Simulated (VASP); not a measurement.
Write the native input for VASP 6.6.1 that does the following.

```yaml
Task: single point
Functional: PBEsol
Potentials_or_basis: VASP PAW PBE potentials, release 64 (Ni, Si)
Cutoff: 520 eV
k_mesh: 11 × 11 × 11
Occupations: fermi-dirac, width 0.05 eV
Spin: no spin polarisation
Dipole_correction: no
Further_INCAR_settings: ALGO = Normal; EDIFF = 1e-06; NBANDS = 16
```

The structure of Si2Ni (fluorite type) lies in POSCAR:

```
Si2Ni
1.0
    0.0000000000      2.6947907038      2.6947907038
    2.6947907038      0.0000000000      2.6947907038
    2.6947907038      2.6947907038      0.0000000000
Ni Si
1 2
Direct
    0.0000000000      0.0000000000      0.0000000000
    0.2500000000      0.2500000000      0.2500000000
    0.7500000000      0.7500000000      0.7500000000
```

One way to write it, as run:

INCAR

```
SYSTEM = Si2Ni
PREC = Accurate ; ENCUT = 520
EDIFF = 1E-6 ; ISMEAR = -1
SIGMA = 0.05 ; LREAL = .FALSE.
LASPH = .TRUE. ; NELM = 100
ALGO = Normal ; ISIF = 2
LWAVE = .FALSE. ; LCHARG = .FALSE.
GGA = PS ; NBANDS = 16
```

KPOINTS

```
regular mesh
0
G
  11 11 11
  0 0 0
```

Potentials or basis: VASP PAW PBE potentials, release 64 (Ni, Si).

Launch:

```bash
$ cat potpaw_PBE.64/Ni/POTCAR potpaw_PBE.64/Si/POTCAR > POTCAR
$ mpirun -np 1 vasp_std > vasp.out
```

Results of the run:

The pressure is 0.1 GPa and the band gap on the k mesh is zero (band 9 reaches 12.22 eV, above the bottom of band 10 at 10.09 eV).

Caveat: the PAW data sets were made with another functional, which shifts forces and pressure a little.

Wall time 44 s on 1 thread of Intel Xeon 8259CL, with other jobs on the host, peak memory 0.18 GiB.
